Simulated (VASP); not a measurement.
BN:

```xyz
4
Lattice="2.5400 0.0000 0.0000 -1.2700 2.1997 0.0000 0.0000 0.0000 6.5980" Properties=species:S:1:pos:R:3 pbc="T T T"
B     0.0000    1.4665    1.6495
B     1.2700    0.7332    4.9485
N     0.0000    1.4665    4.9485
N     1.2700    0.7332    1.6495
```

Base run:

```yaml
Program: VASP 6.6.1
Functional: PBE
Potentials_or_basis: VASP PAW PBE potentials, release 64 (B, N)
Cutoff: 520 eV
k_mesh: 13 × 13 × 5
Occupations: methfessel-paxton, width 0.001 eV
Spin: no spin polarisation
```

Its results: band gap on the k mesh 4.21 eV, indirect (least direct gap 4.55 eV); pressure -6.4 GPa.

The run is repeated on the same cell with these changes: functional from PBE to r2SCAN; occupations from methfessel-paxton, width 0.001 eV to fermi-dirac, width 0.02 eV. What comes out?

Band gap on the k mesh 4.81 eV, indirect (least direct gap 5.17 eV); pressure -10.0 GPa.

Caveats: this functional lacks dispersion, which binds the layers, so the pressure and a relaxed spacing across them are unreliable (some runs); the PAW data sets were made with another functional, which shifts forces and pressure a little (some runs).

A k mesh can miss the band edges.
